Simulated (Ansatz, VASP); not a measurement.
GeW in VASP and in Ansatz

```
Ge W
1.0
     0.00000    2.57761    2.57761
     2.57761    0.00000    2.57761
     2.57761    2.57761    0.00000
Ge W
1 1
Direct
  0.50000 0.50000 0.50000
  0.00000 0.00000 0.00000
```

Alike in both runs: task relaxation of cell and atoms; functional PBE; k mesh 9 × 9 × 9; occupations fermi-dirac, width 0.05 eV; no spin polarisation; Hubbard terms W d U = 3.0 eV.

|  | VASP | Ansatz |
| --- | --- | --- |
| version | VASP 6.6.1 | Ansatz 0.2.0 |
| potentials or method | VASP PAW PBE potentials, release 64 (Ge_d, W_sv) | Ansatz PAW |
| plane-wave cutoff (eV) | 600 | 420 |
| valence electrons in the cell | 28 | 28 |

|  | VASP | Ansatz | Ansatz less VASP |
| --- | --- | --- | --- |
| gap on the k mesh at the Fermi level, each at its own relaxed structure (eV) | none | none | - |
| relaxed volume (Å³/atom) | 17.43 | 17.14 | -0.294 |
| relaxed cell length with the largest relative difference (Å) | 3.667 | 3.646 | -0.0207 |

The programs project onto different local orbitals, so the same U acts differently, and such runs can settle in different states. A gap of «none» marks a metal or a gap that the smearing closes.

Neither program's run includes spin-orbit coupling. Noted on Ansatz's run: the plane-wave basis is chosen anew once the cell has moved, so the energies of steps on either side of that aren't comparable.
